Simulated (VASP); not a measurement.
# O (Im-3m) in VASP: notebook, part 2 of 2

VASP 6.6.1.

## 4. Single point, PBE

INCAR

```
SYSTEM = O
PREC = Accurate
ENCUT = 520
EDIFF = 1E-7
ISMEAR = 1
SIGMA = 0.1112
LREAL = .False.
LASPH = .True.
NELM = 100
ALGO = Normal
ISIF = 2
LWAVE = .False.
LCHARG = .True.
GGA = PE
LELF = .True.
LVHAR = .True.
NBANDS = 9
```

KPOINTS

```
Automatic mesh
0
Gamma
  10 10 10
  0 0 0
```

POSCAR

```
O
1.0
   -1.2529145071      1.2529145071      1.2529145071
    1.2529145071     -1.2529145071      1.2529145071
    1.2529145071      1.2529145071     -1.2529145071
O
1
Direct
    0.0000000000      0.0000000000      0.0000000000
```

Potentials or basis: VASP PAW PBE potentials, release 64 (O).

Run with:

```bash
$ cat potpaw_PBE.64/O/POTCAR > POTCAR
$ mpirun -np 1 vasp_std > vasp.out
```

OUTCAR:

```text
SYSTEM = O
   PREC = Accurate
   ENCUT = 520
   EDIFF = 1E-7
   ISMEAR = 1
   LREAL = .False.
   LASPH = .True.
   NELM = 100
   ISIF = 2
   GGA = PE

 ion  position               nearest neighbor table
   1  0.000  0.000  0.000-

  LATTYP: Found a body centered cubic cell.
 ALAT       =     2.5058290142

  Lattice vectors:

 A1 = (  -1.2529145071,   1.2529145071,   1.2529145071)
 A2 = (   1.2529145071,  -1.2529145071,   1.2529145071)
 A3 = (   1.2529145071,   1.2529145071,  -1.2529145071)

Analysis of symmetry for initial positions (statically):
=====================================================================
 Subroutine PRICEL returns:
 Original cell was already a primitive cell.

 Routine SETGRP: Setting up the symmetry group for a
 body centered cubic supercell.

 Subroutine GETGRP returns: Found 48 space group operations
 (whereof 48 operations were pure point group operations)
 out of a pool of 48 trial point group operations.

The static configuration has the point symmetry O_h .

Analysis of symmetry for dynamics (positions and initial velocities):
=====================================================================
 Subroutine PRICEL returns:
 Original cell was already a primitive cell.

 Routine SETGRP: Setting up the symmetry group for a
 body centered cubic supercell.

 Subroutine GETGRP returns: Found 48 space group operations
 (whereof 48 operations were pure point group operations)
 out of a pool of 48 trial point group operations.

The dynamic configuration has the point symmetry O_h .

 Subroutine INISYM returns: Found 48 space group operations
 (whereof 48 operations are pure point group operations),
 and found     1 'primitive' translations

----------------------------------------------------------------------------------------

                                     Primitive cell

  volume of cell :       7.8673

  direct lattice vectors                    reciprocal lattice vectors
    -1.252914507  1.252914507  1.252914507     0.000000000  0.399069527  0.399069527
     1.252914507 -1.252914507  1.252914507     0.399069527  0.000000000  0.399069527
     1.252914507  1.252914507 -1.252914507     0.399069527  0.399069527  0.000000000

  length of vectors
     2.170111584  2.170111584  2.170111584     0.564369538  0.564369538  0.564369538

  position of ions in fractional coordinates (direct lattice)
     0.000000000  0.000000000  0.000000000

  ion indices of the primitive-cell ions
   primitive index   ion index
                 1           1

----------------------------------------------------------------------------------------

 KPOINTS: Automatic mesh

Automatic generation of k-mesh.
 Grid dimensions read from file:
 generate k-points for:   10   10   10

 Generating k-lattice:

  Cartesian coordinates                     Fractional coordinates (reciprocal lattice)
     0.000000000  0.039906953  0.039906953     0.100000000  0.000000000  0.000000000
     0.039906953  0.000000000  0.039906953     0.000000000  0.100000000  0.000000000
     0.039906953  0.039906953  0.000000000     0.000000000  0.000000000  0.100000000

  Length of vectors
     0.056436954  0.056436954  0.056436954

  Shift w.r.t. Gamma in fractional coordinates (k-lattice)
     0.000000000  0.000000000  0.000000000

 Subroutine IBZKPT returns following result:
 ===========================================

 Found     47 irreducible k-points:

 Following reciprocal coordinates:
            Coordinates               Weight
  0.000000  0.000000  0.000000      1.000000
  0.100000  0.000000  0.000000     12.000000
  0.200000  0.000000  0.000000     12.000000
  0.300000  0.000000  0.000000     12.000000
  0.400000  0.000000  0.000000     12.000000
  0.500000  0.000000  0.000000      6.000000
[... 16 lines left out ...]
  0.300000  0.300000  0.100000      8.000000
 -0.300000  0.300000  0.100000     24.000000
 [... further k-points ...]
   k-points           NKPTS =     47   k-points in BZ     NKDIM =     47   number of bands    NBANDS=      9
   number of dos      NEDOS =    301   number of ions     NIONS =      1
   total plane-waves  NPLWV =   4096
   dimension x,y,z NGX =    16 NGY =   16 NGZ =   16
   dimension x,y,z NGXF=    32 NGYF=   32 NGZF=   32
   ions per type =               1
   NGX,Y,Z   is equivalent  to a cutoff of  12.26, 12.26, 12.26 a.u.
   NGXF,Y,Z  is equivalent  to a cutoff of  24.51, 24.51, 24.51 a.u.
 SYSTEM =  O
   PREC   = accura    normal or accurate (medium, high low for compatibility)
   ISTART =      0    job   : 0-new  1-cont  2-samecut
   ICHARG =      2    charge: 1-file 2-atom 10-const
   ISPIN  =      1    spin polarized calculation?
   LNONCOLLINEAR =      F non collinear calculations
   LSORBIT =      F    spin-orbit coupling
   LASPH  =      T    aspherical Exc in radial PAW
   ENCUT  =  520.0 eV  38.22 Ry    6.18 a.u.   4.03  4.03  4.03*2*pi/ulx,y,z
   NELM   =    100;   NELMIN=  2; NELMDL= -5     # of ELM steps
   EDIFF  = 0.1E-06   stopping-criterion for ELM
   LREAL  =      F    real-space projection
   EDIFFG = 0.1E-05   stopping-criterion for IOM
   NSW    =      0    number of steps for IOM
   IBRION =     -1    ionic relax: 0-MD 1-quasi-New 2-CG
   NFREE  =      0    steps in history (QN), initial steepest desc. (CG)
   ISIF   =      2    stress and relaxation
   ISYM   =      2    0-nonsym 1-usesym 2-fastsym
   POTIM  = 0.5000    time-step for ionic-motion
   TEBEG  =    0.0;   TEEND  =   0.0 temperature during run
   PSTRESS=    0.0 pullay stress
   NELECT =       6.0000    total number of electrons
   NUPDOWN=      -1.0000    fix difference up-down
   EMIN   =  10.00;   EMAX   =-10.00  energy-range for DOS
   EFERMI =   0.00;   METHOD = LEGACY
   ISMEAR =     1;   SIGMA  =   0.11  broadening in eV -4-tet -1-fermi 0-gaus
   EFERMI_NEDOS =   21; number of points for ismear=-14 and -15
   IALGO  =     38    algorithm
   IMIX   =      4    mixing-type and parameters
     AMIX     =   0.40;   BMIX     =  1.00
     AMIX_MAG =   1.60;   BMIX_MAG =  1.00
  volume/ion in A,a.u.               =       7.87        53.09
  Fermi-wavevector in a.u.,A,eV,Ry     =   1.495721  2.826502 30.438684  2.237180
  Thomas-Fermi vector in A             =   2.607829
   LORBIT       =      0    0 simple, 1 ext, 2 COOP (PROOUT), +10 PAW based schemes
   GGA     = PE    functional components
   LHFCALC =     F    Hartree Fock is set to
   AEXX    =    0.0000 exact exchange contribution
   IVDW    =     0    specifies the selected vdW correction
   LEPSILON=     F    determine dielectric tensor
   LRPA    =     F    only Hartree local field effects (RPA)
 non-spin polarized calculation
 Methfessel and Paxton  Order N= 1 SIGMA  =   0.11
  energy-cutoff  :      520.00
  volume of cell :        7.87
 maximum number of plane-waves:       236
   NGX =  7   NGY =  7   NGZ =  7

 number of electron       6.0000001 magnetization

 Free energy of the ion-electron system (eV)
  ---------------------------------------------------
  ext. energy  EPLUGINS =         0.00000000
  ---------------------------------------------------
  free energy    TOTEN  =        -2.44799993 eV

  energy without entropy =       -2.44599471  energy(sigma->0) =       -2.44733152

 E-fermi :   2.0451     XC(G=0): -12.1542

 val. band max:        2.0345703365   @ k =  -0.3000   0.3000   0.2000
 cond. band min:       2.0504826466   @ k =  -0.4000  -0.4000   0.2000
 fundamental gap:      0.0159123101
 Fermi energy:         2.0450719810

 k-point     1 :       0.0000    0.0000    0.0000
  band No.  band energies     occupation
      1     -19.1361      2.00000
      2       3.9875     -0.00000
      3       3.9875     -0.00000
      4       3.9875     -0.00000
      5      20.6680      0.00000
      6      38.2746      0.00000
      7      38.2746      0.00000
      8      38.2746      0.00000
      9      42.1394      0.00000

 k-point     2 :       0.1000    0.0000    0.0000
  band No.  band energies     occupation
      1     -18.8303      2.00000
      2       3.2191     -0.00000
      3       3.7719     -0.00000
      4       3.9558     -0.00000
      5      21.2156      0.00000
      6      35.2786      0.00000
      7      36.1804      0.00000
      8      39.1804      0.00000
      9      40.4827      0.00000
[... 253 lines left out ...]
 k-point    24 :      -0.3000    0.3000    0.1000
  band No.  band energies     occupation
      1     -16.3610      2.00000
      2      -1.1228      2.00000
      3       2.3325     -0.00158
      4       3.2615     -0.00000
      5      23.4840      0.00000
      6      27.5772      0.00000
      7      31.7418      0.00000
      8      36.2490      0.00000
      9      45.1256      0.00000

 [... further k-points ...]
[... 5 lines left out ...]
  --------------------------------------------------------------------------------------
  -------------------------------------------------------------------------------------
  Total       -0.0261917     -0.0261917     -0.0261917      0.0000000      0.0000000      0.0000000
  in kB       -5.3339672     -5.3339672     -5.3339672      0.0000000      0.0000000      0.0000000
  external PRESSURE =      -5.3339672 kB  Pullay stress =       0.0000000 kB

 VOLUME and BASIS-vectors are now :
 -----------------------------------------------------------------------------
  energy-cutoff  :      520.00
  volume of cell :        7.87
      direct lattice vectors                 reciprocal lattice vectors
    -1.252914507  1.252914507  1.252914507     0.000000000  0.399069527  0.399069527
     1.252914507 -1.252914507  1.252914507     0.399069527  0.000000000  0.399069527
     1.252914507  1.252914507 -1.252914507     0.399069527  0.399069527  0.000000000

 POSITION                                       TOTAL-FORCE (eV/Angst)
 -----------------------------------------------------------------------------------
      0.00000      0.00000      0.00000         0.000000     -0.000000      0.000000
 -----------------------------------------------------------------------------------
    total drift:                                0.000000      0.000000      0.000000

  FREE ENERGIE OF THE ION-ELECTRON SYSTEM (eV)
  ---------------------------------------------------
  free  energy   TOTEN  =        -2.4479999264 eV

  energy  without entropy=       -2.4459947070  energy(sigma->0) =       -2.44733152
```

OSZICAR:

```text
N       E                     dE             d eps       ncg     rms          rms(c)
DAV:   1     0.588087875377E+01    0.58809E+01   -0.35439E+03   886   0.644E+02
DAV:   2    -0.240434148502E+01   -0.82852E+01   -0.80039E+01   950   0.879E+01
DAV:   3    -0.244570821885E+01   -0.41367E-01   -0.41172E-01  1060   0.554E+00
DAV:   4    -0.244573133438E+01   -0.23116E-04   -0.23115E-04   972   0.136E-01
DAV:   5    -0.244573134686E+01   -0.12480E-07   -0.12675E-07  1027   0.314E-03    0.305E-01
DAV:   6    -0.244684861846E+01   -0.11173E-02   -0.18194E-03   955   0.331E-01    0.164E-01
DAV:   7    -0.244778232208E+01   -0.93370E-03   -0.78355E-04   928   0.227E-01    0.642E-02
DAV:   8    -0.244800258747E+01   -0.22027E-03   -0.12868E-04   949   0.104E-01    0.437E-03
DAV:   9    -0.244800160906E+01    0.97840E-06   -0.39429E-07  1007   0.670E-03    0.247E-03
DAV:  10    -0.244799989771E+01    0.17114E-05   -0.11769E-07   938   0.381E-03    0.229E-04
DAV:  11    -0.244799992641E+01   -0.28703E-07   -0.52283E-09   496   0.565E-04
   1 F= -.24479999E+01 E0= -.24473315E+01  d E =-.200522E-02
```

Run time: 4.6 s. Hardware: 1 thread of Intel Xeon 8259CL, shared host; peak memory 0.11 GiB.

Results:

```yaml
Free_energy: -2.4480 eV
Pressure: -0.5 GPa
Band_gap_on_the_k_mesh: zero (band 3 reaches 3.99 eV, above the bottom of band 4 at -0.79 eV)
```
